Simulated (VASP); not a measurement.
# MoS2: single point with PBEsol

MoS2, a slab with vacuum:

```
S Mo
1.0
     3.14143    0.00000    0.00000
    -1.57072    2.72056    0.00000
     0.00000    0.00000   36.98642
S Mo
8 4
Direct
  0.33333 0.66667 0.20278
  0.33333 0.66667 0.28708
  0.66667 0.33333 0.37282
  0.66667 0.33333 0.45713
  0.33333 0.66667 0.54287
  0.33333 0.66667 0.62718
  0.66667 0.33333 0.71292
  0.66667 0.33333 0.79722
  0.66667 0.33333 0.24493
  0.33333 0.66667 0.41498
  0.66667 0.33333 0.58502
  0.33333 0.66667 0.75507
```

| Quantity | Value |
| --- | --- |
| Program | VASP 6.6.1 |
| Task | single point |
| Functional | PBEsol |
| Potentials or basis | VASP PAW PBE potentials, release 64 (S, Mo_sv) |
| Cutoff | 520 eV |
| k mesh | 9 × 9 × 1 |
| Occupations | gaussian, width 0.05 eV |
| Spin | no spin polarisation |

| Property | Result |
| --- | --- |
| Largest force | 0.023 eV/Å |
| Band gap on the k mesh | 1.20 eV (least direct gap 1.76 eV) |

Forces in eV/Å, atoms in the order of the input:
```
S    0.000  0.000  0.020
S    0.000  0.000  0.002
S    0.000  0.000  0.000
S    0.000  0.000  0.000
S    0.000  0.000  0.000
S    0.000  0.000  0.000
S    0.000  0.000 -0.002
S    0.000  0.000 -0.020
Mo   0.000  0.000 -0.023
Mo   0.000  0.000  0.000
Mo   0.000  0.000  0.000
Mo   0.000  0.000  0.023
```

Levels at points of the mesh, in eV from the valence-band top:
```tsv
k point	band 48	band 49	band 50	band 51	band 52	band 53	band 54	band 55	band 56	band 57
(0.00, 0.00, 0.00)	-1.59	-0.91	-0.51	-0.19	0.00	2.36	2.36	2.36	2.36	2.37
```

Run time: 5.3 min on 1 thread of Intel(R) Xeon(R) Platinum 8559C (Emerald Rapids), with other jobs on the host, peak memory 0.5 GiB.

Caveat: the PAW data sets were made with another functional, which shifts forces and pressure a little.
